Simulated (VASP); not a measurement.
# KCl (Pm-3m) in VASP: further runs

The runs below take KCl through single point, relaxation of cell and atoms, with r2SCAN.

Program: VASP 6.6.1. These are calculated values, not measurements. Logs are shortened: lines on timing, memory, paths and dates and some standing lists are left out, and cuts for length are marked.

### 1 The cell of the first run

Symmetry: Pm-3m, No. 221, cubic system. The conventional cell has a = 3.770 Å, b = 3.770 Å, c = 3.770 Å, α = 90.00°, β = 90.00°, γ = 90.00°. K (site symmetry m-3m) has 8 Cl at 3.27 Å and 6 K at 3.77 Å within 4.3 Å. Cl (site symmetry m-3m) has 8 K at 3.27 Å and 6 Cl at 3.77 Å within 4.3 Å.

### 2 Single point, r2SCAN

Input file POSCAR:

```
KCl
1.0
    3.7704587602      0.0000000000      0.0000000000
    0.0000000000      3.7704587602      0.0000000000
    0.0000000000      0.0000000000      3.7704587602
K Cl
1 1
Direct
    0.0000000000      0.0000000000      0.0000000000
    0.5000000000      0.5000000000      0.5000000000
```

Input file INCAR.step1:

```
PREC = Accurate
ENCUT = 520
ISMEAR = 0
SIGMA = 0.02
LREAL = False
LASPH = True
NELM = 80
NBANDS = 15
GGA = PE
ALGO = Normal
EDIFF = 1E-4
LWAVE = True
LCHARG = False
```

Input file INCAR.step2:

```
PREC = Accurate
ENCUT = 520
EDIFF = 1E-6
ISMEAR = 0
SIGMA = 0.02
LREAL = False
LASPH = True
NELM = 80
ALGO = Normal
ISIF = 2
LWAVE = False
LCHARG = False
METAGGA = R2SCAN
LMIXTAU = True
NBANDS = 15
ISTART = 1
```

Input file KPOINTS:

```
Automatic mesh
0
Gamma
  6 6 6
```

Potentials or basis: VASP PAW PBE potentials, release 64 (K_sv, Cl).

Command:

```
$ cat potpaw_PBE.64/K_sv/POTCAR potpaw_PBE.64/Cl/POTCAR > POTCAR
$ cp INCAR.step1 INCAR
$ mpirun -np 1 vasp_std > vasp.out
$ cp INCAR.step2 INCAR
$ mpirun -np 1 vasp_std > vasp.out
```

OUTCAR:

```text
PREC = Accurate
   ENCUT = 520
   EDIFF = 1E-6
   ISMEAR = 0
   LREAL = False
   LASPH = True
   NELM = 80
   ISIF = 2
   METAGGA = R2SCAN
   ISTART = 1

 ion  position               nearest neighbor table
   1  0.000  0.000  0.000-
   2  0.500  0.500  0.500-

  LATTYP: Found a simple cubic cell.
 ALAT       =     3.7704587602

  Lattice vectors:

 A1 = (   3.7704587602,   0.0000000000,   0.0000000000)
 A2 = (   0.0000000000,   3.7704587602,   0.0000000000)
 A3 = (   0.0000000000,   0.0000000000,   3.7704587602)

Analysis of symmetry for initial positions (statically):
=====================================================================
 Subroutine PRICEL returns:
 Original cell was already a primitive cell.

 Routine SETGRP: Setting up the symmetry group for a
 simple cubic supercell.

 Subroutine GETGRP returns: Found 48 space group operations
 (whereof 48 operations were pure point group operations)
 out of a pool of 48 trial point group operations.

The static configuration has the point symmetry O_h .

Analysis of symmetry for dynamics (positions and initial velocities):
=====================================================================
 Subroutine PRICEL returns:
 Original cell was already a primitive cell.

 Routine SETGRP: Setting up the symmetry group for a
 simple cubic supercell.

 Subroutine GETGRP returns: Found 48 space group operations
 (whereof 48 operations were pure point group operations)
 out of a pool of 48 trial point group operations.

The dynamic configuration has the point symmetry O_h .

 Subroutine INISYM returns: Found 48 space group operations
 (whereof 48 operations are pure point group operations),
 and found     1 'primitive' translations

----------------------------------------------------------------------------------------

                                     Primitive cell

  volume of cell :      53.6022

  direct lattice vectors                    reciprocal lattice vectors
     3.770458760  0.000000000  0.000000000     0.265219716  0.000000000  0.000000000
     0.000000000  3.770458760  0.000000000     0.000000000  0.265219716  0.000000000
     0.000000000  0.000000000  3.770458760     0.000000000  0.000000000  0.265219716

  length of vectors
     3.770458760  3.770458760  3.770458760     0.265219716  0.265219716  0.265219716

  position of ions in fractional coordinates (direct lattice)
     0.000000000  0.000000000  0.000000000
     0.500000000  0.500000000  0.500000000

  ion indices of the primitive-cell ions
   primitive index   ion index
                 1           1
                 2           2

----------------------------------------------------------------------------------------

 KPOINTS: Automatic mesh

Automatic generation of k-mesh.
 Grid dimensions read from file:
 generate k-points for:    6    6    6

 Generating k-lattice:

  Cartesian coordinates                     Fractional coordinates (reciprocal lattice)
     0.044203286  0.000000000  0.000000000     0.166666667  0.000000000  0.000000000
     0.000000000  0.044203286  0.000000000     0.000000000  0.166666667  0.000000000
     0.000000000  0.000000000  0.044203286     0.000000000  0.000000000  0.166666667

  Length of vectors
     0.044203286  0.044203286  0.044203286

  Shift w.r.t. Gamma in fractional coordinates (k-lattice)
     0.000000000  0.000000000  0.000000000

 Subroutine IBZKPT returns following result:
 ===========================================

 Found     20 irreducible k-points:

 Following reciprocal coordinates:
            Coordinates               Weight
  0.000000  0.000000  0.000000      1.000000
  0.166667  0.000000  0.000000      6.000000
  0.333333  0.000000  0.000000      6.000000
  0.500000  0.000000  0.000000      3.000000
  0.166667  0.166667  0.000000     12.000000
  0.333333  0.166667  0.000000     24.000000
[... 12 lines left out ...]
  0.500000  0.500000  0.333333      6.000000
  0.500000  0.500000  0.500000      1.000000
   k-points           NKPTS =     20   k-points in BZ     NKDIM =     20   number of bands    NBANDS=     15
   number of dos      NEDOS =    301   number of ions     NIONS =      2
   total plane-waves  NPLWV =  21952
   dimension x,y,z NGX =    28 NGY =   28 NGZ =   28
   dimension x,y,z NGXF=    56 NGYF=   56 NGZF=   56
   ions per type =               1   1
   NGX,Y,Z   is equivalent  to a cutoff of  12.35, 12.35, 12.35 a.u.
   NGXF,Y,Z  is equivalent  to a cutoff of  24.69, 24.69, 24.69 a.u.
 SYSTEM =  unknown system
   PREC   = accura    normal or accurate (medium, high low for compatibility)
   ISTART =      1    job   : 0-new  1-cont  2-samecut
   ICHARG =      0    charge: 1-file 2-atom 10-const
   ISPIN  =      1    spin polarized calculation?
   LNONCOLLINEAR =      F non collinear calculations
   LSORBIT =      F    spin-orbit coupling
   LASPH  =      T    aspherical Exc in radial PAW
   ENCUT  =  520.0 eV  38.22 Ry    6.18 a.u.   7.01  7.01  7.01*2*pi/ulx,y,z
   NELM   =     80;   NELMIN=  2; NELMDL=  0     # of ELM steps
   EDIFF  = 0.1E-05   stopping-criterion for ELM
   LREAL  =      F    real-space projection
   EDIFFG = 0.1E-04   stopping-criterion for IOM
   NSW    =      0    number of steps for IOM
   IBRION =     -1    ionic relax: 0-MD 1-quasi-New 2-CG
   NFREE  =      0    steps in history (QN), initial steepest desc. (CG)
   ISIF   =      2    stress and relaxation
   ISYM   =      2    0-nonsym 1-usesym 2-fastsym
   POTIM  = 0.5000    time-step for ionic-motion
   TEBEG  =    0.0;   TEEND  =   0.0 temperature during run
   PSTRESS=    0.0 pullay stress
   NELECT =      16.0000    total number of electrons
   NUPDOWN=      -1.0000    fix difference up-down
   EMIN   =  10.00;   EMAX   =-10.00  energy-range for DOS
   EFERMI =   0.00;   METHOD = LEGACY
   ISMEAR =     0;   SIGMA  =   0.02  broadening in eV -4-tet -1-fermi 0-gaus
   EFERMI_NEDOS =   21; number of points for ismear=-14 and -15
   IALGO  =     38    algorithm
   IMIX   =      4    mixing-type and parameters
     AMIX     =   0.40;   BMIX     =  1.00
     AMIX_MAG =   1.60;   BMIX_MAG =  1.00
  volume/ion in A,a.u.               =      26.80       180.86
  Fermi-wavevector in a.u.,A,eV,Ry     =   1.094092  2.067535 16.286690  1.197038
  Thomas-Fermi vector in A             =   2.230390
   LORBIT       =      0    0 simple, 1 ext, 2 COOP (PROOUT), +10 PAW based schemes
   METAGGA = R2SCAN    functional components
   LHFCALC =     F    Hartree Fock is set to
   AEXX    =    0.0000 exact exchange contribution
   IVDW    =     0    specifies the selected vdW correction
   LEPSILON=     F    determine dielectric tensor
   LRPA    =     F    only Hartree local field effects (RPA)
 non-spin polarized calculation
 Gauss-broadening in eV      SIGMA  =   0.02
  energy-cutoff  :      520.00
  volume of cell :       53.60
 maximum number of plane-waves:      1472
   NGX = 15   NGY = 15   NGZ = 15

 number of electron      16.0000004 magnetization

 Free energy of the ion-electron system (eV)
  ---------------------------------------------------
  ext. energy  EPLUGINS =         0.00000000
  ---------------------------------------------------
  free energy    TOTEN  =       -16.40761370 eV

  energy without entropy =      -16.40761370  energy(sigma->0) =      -16.40761370

 E-fermi :  -0.7800     XC(G=0):  -8.7364

 val. band max:       -0.9561928335   @ k =   0.5000   0.5000   0.0000
 cond. band min:       4.8538322456   @ k =   0.0000   0.0000   0.0000
 fundamental gap:      5.8100250790
 Fermi energy:        -0.7800108281

 k-point     1 :       0.0000    0.0000    0.0000
  band No.  band energies     occupation
      1     -30.0415      2.00000
      2     -14.1915      2.00000
      3     -12.6501      2.00000
      4     -12.6501      2.00000
      5     -12.6501      2.00000
      6      -1.1724      2.00000
      7      -1.1724      2.00000
      8      -1.1724      2.00000
      9       4.8538      0.00000
     10       6.1354      0.00000
     11       6.1354      0.00000
     12      10.6478      0.00000
     13      10.6478      0.00000
     14      10.6478      0.00000
     15      13.6595      0.00000

 k-point     2 :       0.1667    0.0000    0.0000
  band No.  band energies     occupation
      1     -30.0357      2.00000
      2     -14.2280      2.00000
      3     -12.6410      2.00000
      4     -12.6410      2.00000
      5     -12.6218      2.00000
      6      -1.6816      2.00000
      7      -1.1761      2.00000
      8      -1.1761      2.00000
      9       5.4874      0.00000
     10       6.3769      0.00000
     11       6.7499      0.00000
     12      10.5511      0.00000
     13      10.5511      0.00000
     14      10.7916      0.00000
     15      12.6237      0.00000

 k-point     3 :       0.3333    0.0000    0.0000
  band No.  band energies     occupation
      1     -30.0240      2.00000
      2     -14.3057      2.00000
      3     -12.6227      2.00000
      4     -12.6227      2.00000
      5     -12.5537      2.00000
      6      -2.5061      2.00000
      7      -1.1847      2.00000
      8      -1.1847      2.00000
      9       6.8059      0.00000
     10       7.0377      0.00000
     11       7.9695      0.00000
     12      10.4901      0.00000
     13      10.4901      0.00000
     14      10.8690      0.00000
     15      11.1283      0.00000
[... 271 lines left out ...]
 k-point    19 :       0.5000    0.5000    0.3333
  band No.  band energies     occupation
      1     -29.9814      2.00000
      2     -13.7600      2.00000
      3     -12.8592      2.00000
      4     -12.8592      2.00000
      5     -12.7801      2.00000
      6      -2.3713      2.00000
      7      -2.3713      2.00000
      8      -2.0973      2.00000
      9       7.7430      0.00000
     10       8.6547      0.00000
     11       8.6547      0.00000
     12       9.3245      0.00000
     13      10.4496      0.00000
     14      10.4496      0.00000
     15      12.3132      0.00000

 k-point    20 :       0.5000    0.5000    0.5000
  band No.  band energies     occupation
      1     -29.9763      2.00000
      2     -13.7173      2.00000
      3     -12.8429      2.00000
      4     -12.8429      2.00000
      5     -12.8429      2.00000
      6      -2.4113      2.00000
      7      -2.4113      2.00000
      8      -2.4113      2.00000
      9       8.7159      0.00000
     10       8.7159      0.00000
     11       8.7159      0.00000
     12      10.0082      0.00000
     13      10.0082      0.00000
     14      10.0082      0.00000
     15      12.3430      0.00000

------------------------ aborting loop because EDIFF is reached ----------------------------------------

  FORCE on cell =-STRESS in cart. coord.  units (eV):
  Direction    XX          YY          ZZ          XY          YZ          ZX
  --------------------------------------------------------------------------------------
  -------------------------------------------------------------------------------------
  Total       -0.0100896     -0.0100896     -0.0100896      0.0000000      0.0000000     -0.0000000
  in kB       -0.3015803     -0.3015803     -0.3015803      0.0000000      0.0000000     -0.0000000
  external PRESSURE =      -0.3015803 kB  Pullay stress =       0.0000000 kB

 VOLUME and BASIS-vectors are now :
 -----------------------------------------------------------------------------
  energy-cutoff  :      520.00
  volume of cell :       53.60
      direct lattice vectors                 reciprocal lattice vectors
     3.770458760  0.000000000  0.000000000     0.265219716  0.000000000  0.000000000
     0.000000000  3.770458760  0.000000000     0.000000000  0.265219716  0.000000000
     0.000000000  0.000000000  3.770458760     0.000000000  0.000000000  0.265219716

 POSITION                                       TOTAL-FORCE (eV/Angst)
 -----------------------------------------------------------------------------------
      0.00000      0.00000      0.00000         0.000000      0.000000      0.000000
      1.88523      1.88523      1.88523         0.000000      0.000000      0.000000
 -----------------------------------------------------------------------------------
    total drift:                               -0.000000      0.000000      0.000000

  FREE ENERGIE OF THE ION-ELECTRON SYSTEM (eV)
  ---------------------------------------------------
  free  energy   TOTEN  =       -16.4076136967 eV

  energy  without entropy=      -16.4076136967  energy(sigma->0) =      -16.40761370
```

Run time: 41 s. Hardware: 1 thread of Intel Xeon Platinum 8124M at 3.00GHz (Skylake/Cascade Lake), shared host; peak memory 0.17 GiB.

What came out:

```
Free energy            : -16.4076 eV
Pressure               : 0.0 GPa
Band gap on the k mesh : 5.81 eV (least direct gap 6.03 eV)
```

Caveat: the PAW data sets were made with another functional, which shifts forces and pressure a little. A k mesh can miss the band edges.

### 3 Single point, r2SCAN

POSCAR is that of step 2.

Input file INCAR.step1:

```
SYSTEM = KCl
  ALGO = Normal
  EDIFF = 1E-4
  ENCUT = 520
  GGA = PE
  ISMEAR = 0
  LASPH = .True.
  LCHARG = .False.
  LREAL = .False.
  LWAVE = .True.
  NBANDS = 15
  NELM = 80
  PREC = Accurate
  SIGMA = 0.01
```

Input file INCAR.step2:

```
SYSTEM = KCl
  ALGO = Normal
  EDIFF = 1E-6
  ENCUT = 520
  ISIF = 2
  ISMEAR = 0
  ISTART = 1
  LASPH = .True.
  LCHARG = .True.
  LELF = .True.
  LMIXTAU = .True.
  LREAL = .False.
  LVHAR = .True.
  LWAVE = .False.
  METAGGA = R2SCAN
  NBANDS = 15
  NELM = 80
  PREC = Accurate
  SIGMA = 0.01
```

Input file KPOINTS:

```
k-points
0
Gamma
  6 6 6
  0 0 0
```

Potentials or basis: VASP PAW PBE potentials, release 64 (K_sv, Cl).

Command:

```
$ cat potpaw_PBE.64/K_sv/POTCAR potpaw_PBE.64/Cl/POTCAR > POTCAR
$ cp INCAR.step1 INCAR
$ mpirun -np 1 vasp_std > vasp.out
$ cp INCAR.step2 INCAR
$ mpirun -np 1 vasp_std > vasp.out
```

Run time: 40 s. Hardware: 1 thread of Intel Xeon Platinum 8124M at 3.00GHz (Skylake/Cascade Lake), shared host; peak memory 0.17 GiB.

Results (log left out):

| Item | Value |
| --- | --- |
| Free energy | -16.4076 eV |
| Pressure | 0.0 GPa |
| Band gap on the k mesh | 5.81 eV (least direct gap 6.03 eV) |

Levels at points of the mesh, in eV from the valence-band top:
```csv
k point,band 6,band 7,band 8,band 9,band 10,band 11
"(0.00, 0.00, 0.00)",-0.22,-0.22,-0.22,5.81,7.09,7.09
"(0.50, 0.00, 0.00)",-1.90,-0.23,-0.23,8.56,8.74,9.32
"(0.50, 0.50, 0.00)",-1.30,-1.30,0.00,6.86,8.09,9.73
"(0.50, 0.50, 0.50)",-1.46,-1.46,-1.46,9.67,9.67,9.67
```

Caveat: the PAW data sets were made with another functional, which shifts forces and pressure a little.

### 4 Relaxation of cell and atoms, r2SCAN

POSCAR is that of step 3.

Input file INCAR.step1:

```
PREC = Accurate
ENCUT = 600
ISMEAR = 0
SIGMA = 0.02
LREAL = False
LASPH = True
NELM = 80
GGA = PE
ALGO = Normal
EDIFF = 1E-4
LWAVE = True
LCHARG = False
```

Input file INCAR.step2:

```
PREC = Accurate
ENCUT = 600
EDIFF = 1E-7
ISMEAR = 0
SIGMA = 0.02
LREAL = False
LASPH = True
NELM = 80
ALGO = Normal
ISIF = 3
LWAVE = False
LCHARG = False
METAGGA = R2SCAN
LMIXTAU = True
IBRION = 2
NSW = 100
EDIFFG = -0.005
ISTART = 1
```

Input file KPOINTS:

```
regular mesh
0
Gamma
  6 6 6
```

Command:

```
$ cat potpaw_PBE.64/K_sv/POTCAR potpaw_PBE.64/Cl/POTCAR > POTCAR
$ cp INCAR.step1 INCAR
$ mpirun -np 1 vasp_std > vasp.out
$ cp INCAR.step2 INCAR
$ mpirun -np 1 vasp_std > vasp.out
```

It took 48 s on 1 thread of Intel Xeon Platinum 8124M at 3.00GHz (Skylake/Cascade Lake), shared host; peak memory 0.18 GiB.

The run converged. Its results:

| Quantity | Value |
| --- | --- |
| Free energy | -16.4088 eV |
| Pressure after relaxing | 0.0 GPa |
| Band gap on the k mesh | 5.81 eV (least direct gap 6.03 eV) |

Final structure:
```
CELL_PARAMETERS angstrom
3.77046 0.00000 0.00000
0.00000 3.77046 0.00000
0.00000 0.00000 3.77046
ATOMIC_POSITIONS crystal
K 0.00000 0.00000 0.00000
Cl 0.50000 0.50000 0.50000
```

Levels at points of the mesh, in eV from the valence-band top:
| k point | band 4 | band 5 | band 6 | band 7 | band 8 | band 9 | band 10 | band 11 | band 12 |
| --- | --- | --- | --- | --- | --- | --- | --- | --- | --- |
| (0.00, 0.00, 0.00) | -11.69 | -11.69 | -0.22 | -0.22 | -0.22 | 5.81 | 7.09 | 7.09 | 11.60 |
| (0.50, 0.00, 0.00) | -11.66 | -11.56 | -1.90 | -0.23 | -0.23 | 8.56 | 8.74 | 9.32 | 10.84 |
| (0.50, 0.50, 0.00) | -11.95 | -11.63 | -1.30 | -1.30 | 0.00 | 6.86 | 8.09 | 9.73 | 9.73 |
| (0.50, 0.50, 0.50) | -11.89 | -11.89 | -1.45 | -1.45 | -1.45 | 9.67 | 9.67 | 9.67 | 10.96 |

Caveat: the relaxation stopped at its first step, so nothing moved; the PAW data sets were made with another functional, which shifts forces and pressure a little.

### 5 Relaxation of cell and atoms, r2SCAN

POSCAR is that of step 4.

Input file INCAR.step1:

```
PREC = Accurate
ENCUT = 600
ISMEAR = 0
SIGMA = 0.01
LREAL = F
LASPH = T
NELM = 100
GGA = PE
ALGO = Normal
EDIFF = 1E-4
LWAVE = T
LCHARG = F
```

Input file INCAR.step2:

```
PREC = Accurate
ENCUT = 600
EDIFF = 1E-6
ISMEAR = 0
SIGMA = 0.01
LREAL = F
LASPH = T
NELM = 100
ALGO = Normal
ISIF = 3
LWAVE = F
LCHARG = F
METAGGA = R2SCAN
LMIXTAU = T
IBRION = 2
NSW = 80
EDIFFG = -0.001
ISTART = 1
```

Input file KPOINTS:

```
Automatic mesh
0
Gamma
  6 6 6
```

Command:

```
$ cat potpaw_PBE.64/K_sv/POTCAR potpaw_PBE.64/Cl/POTCAR > POTCAR
$ cp INCAR.step1 INCAR
$ mpirun -np 1 vasp_std > vasp.out
$ cp INCAR.step2 INCAR
$ mpirun -np 1 vasp_std > vasp.out
```

It took 1.8 min on 1 thread of Intel Xeon Platinum 8124M at 3.00GHz (Skylake/Cascade Lake), shared host; peak memory 0.18 GiB.

Results (log left out):

| Item | Value |
| --- | --- |
| Free energy | -16.4088 eV |
| Relaxed volume | 26.82 Å³/atom |
| Relaxed cell | a = 3.771 Å, b = 3.771 Å, c = 3.771 Å, α = 90.00°, β = 90.00°, γ = 90.00° |
| Space group after relaxing (to 0.1 Å) | Pm-3m (No. 221) |
| Energy gained by relaxing | 0.0 meV/atom |
| Ionic steps | 4 |
| Pressure after relaxing | 0.0 GPa |
| Band gap on the k mesh | 5.81 eV (least direct gap 6.02 eV) |

Final structure:
```
K Cl
1.0
     3.77141    0.00000    0.00000
     0.00000    3.77141    0.00000
     0.00000    0.00000    3.77141
K Cl
1 1
Direct
  0.00000 0.00000 0.00000
  0.50000 0.50000 0.50000
```

Levels at points of the mesh, in eV from the valence-band top:
| k point | band 5 | band 6 | band 7 | band 8 | band 9 | band 10 | band 11 | band 12 |
| --- | --- | --- | --- | --- | --- | --- | --- | --- |
| (0.00, 0.00, 0.00) | -11.69 | -0.22 | -0.22 | -0.22 | 5.81 | 7.09 | 7.09 | 11.60 |
| (0.50, 0.00, 0.00) | -11.56 | -1.90 | -0.23 | -0.23 | 8.56 | 8.73 | 9.32 | 10.84 |
| (0.50, 0.50, 0.00) | -11.63 | -1.30 | -1.30 | 0.00 | 6.86 | 8.08 | 9.73 | 9.73 |
| (0.50, 0.50, 0.50) | -11.89 | -1.45 | -1.45 | -1.45 | 9.67 | 9.67 | 9.67 | 10.96 |

Caveat: the PAW data sets were made with another functional, which shifts forces and pressure a little.

### 6 Summary

```csv
task,cell,cutoff (eV),smearing,gap on the mesh (eV),pressure (GPa)
single point,"a = 3.770 Å, 2 atoms",520,gaussian 0.02 eV,5.81,0.0
single point,"a = 3.770 Å, 2 atoms",520,gaussian 0.01 eV,5.81,0.0
relaxation of cell and atoms,"relaxed from a = 3.770 Å, 2 atoms",600,gaussian 0.02 eV,5.81,0.0
relaxation of cell and atoms,"relaxed from a = 3.770 Å, 2 atoms",600,gaussian 0.01 eV,5.81,0.0
```

Alike in all rows: level r2SCAN; potentials or basis VASP PAW PBE potentials, release 64 (K_sv, Cl); no spin polarisation; k mesh 6 × 6 × 6.

Caveats: the PAW data sets were made with another functional, which shifts forces and pressure a little; the relaxation stopped at its first step, so nothing moved (at least some runs).

Total energies depend on the potentials used, so only differences within one code and one set of settings carry meaning.
